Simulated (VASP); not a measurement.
CuI2: single point with LDA+U

The system is CuI2.

```
Cu I
1.0
     0.00000    3.51126    3.51126
     3.51126    0.00000    3.51126
     3.51126    3.51126    0.00000
Cu I
1 2
Direct
  0.00000 0.00000 0.00000
  0.25000 0.25000 0.25000
  0.75000 0.75000 0.75000
```

| Property | Result |
| --- | --- |
| Program | VASP 6.6.1 |
| Task | single point |
| Functional | LDA |
| Potentials or basis | VASP PAW LDA potentials, release 64 (Cu, I) |
| Cutoff | 520 eV |
| k mesh | 5 × 5 × 5 |
| Occupations | gaussian, width 0.05 eV |
| Spin | collinear spin |
| Starting moments | [0.6, 0.0, 0.0] μB |
| Hubbard terms | Cu d U = 3.0 eV |

- Pressure: -2.0 GPa
- Net moment: 0.00 μB per cell
- Valence electrons inside the program's atomic spheres: Cu 9.81; I 4.24

Levels at points of the mesh, in eV from the Fermi level:
Spin up:
```
           k point  band 11  band 12  band 13  band 14  band 15  band 16
(0.00, 0.00, 0.00)    -0.87    -0.87    -0.87     1.26     3.41     3.41
```
Spin down:
```csv
k point,band 11,band 12,band 13,band 14,band 15,band 16
"(0.00, 0.00, 0.00)",-0.87,-0.87,-0.87,1.26,3.41,3.41
```

Eigenvalues of the final occupation matrices:
| site | spin | trace | eigenvalues |
| --- | --- | --- | --- |
| site 1 d | 1 | 4.72 | 0.94 0.94 0.95 0.95 0.95 |
| site 1 d | 2 | 4.72 | 0.94 0.94 0.95 0.95 0.95 |

Wall time 92 s on 1 thread of Intel Xeon 8259CL (shared host), peak memory 0.22 GiB.

Caveat: spin-orbit coupling is left out, which moves the levels of the heavy elements.
